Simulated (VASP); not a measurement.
Wanted: the native input for a VASP 6.6.1 run.

```yaml
Task: single point
Functional: PBEsol
Potentials_or_basis: VASP PAW PBE potentials, release 64 (Y_sv)
Cutoff: 500 eV
k_mesh: 8 × 8 × 8
Occupations: fermi-dirac, width 0.1 eV
Spin: no spin polarisation
Dipole_correction: no
Further_INCAR_settings: ALGO = Normal; EDIFF = 1e-06; NBANDS = 12
```

The structure of Y lies in POSCAR:

```
Y
1.0
    1.9996837196      1.9996837196      1.9996837196
   -1.9996837196      1.9996837196      1.9996837196
   -1.9996837196     -1.9996837196      1.9996837196
Y
1
Direct
    0.0000000000      0.0000000000      0.0000000000
```

This isn't the form of Y at room conditions, which is hcp.

One way to write it, as run:

INCAR

```
SYSTEM = Y
ALGO     = Normal         ! electronic algorithm
EDIFF    = 1E-6           ! SCF threshold, eV
ENCUT    = 500            ! plane-wave cutoff, eV
GGA      = PS             ! functional
GGA_COMPAT= .False.      
ISIF     = 2              ! what is computed and relaxed
ISMEAR   = -1             ! smearing method
LASPH    = .True.         ! aspherical terms in the spheres
LCHARG   = .False.        ! write CHGCAR
LREAL    = .False.        ! projectors in reciprocal space
LWAVE    = .False.        ! write WAVECAR
NBANDS   = 12             ! bands
NELM     = 120            ! most SCF steps
PREC     = Accurate       ! precision mode
SIGMA    = 0.1            ! smearing width, eV
```

KPOINTS

```
k-points
0
Gamma
  8 8 8
  0 0 0
```

Potentials or basis: VASP PAW PBE potentials, release 64 (Y_sv).

The run is started by

```console
$ cat potpaw_PBE.64/Y_sv/POTCAR > POTCAR
$ mpirun -np 1 vasp_std > vasp.out
```

Results of the run:

```json
{
  "Pressure": "-0.7 GPa",
  "Band gap on the k mesh": "zero (an odd number of electrons rules out a gap without spin polarisation)"
}
```

Caveat: the PAW data sets were made with another functional, which shifts forces and pressure a little.

Run time: 8.4 s on 1 thread of Intel(R) Xeon(R) 6975P-C (Granite Rapids), with other jobs on the host, peak memory 0.17 GiB.
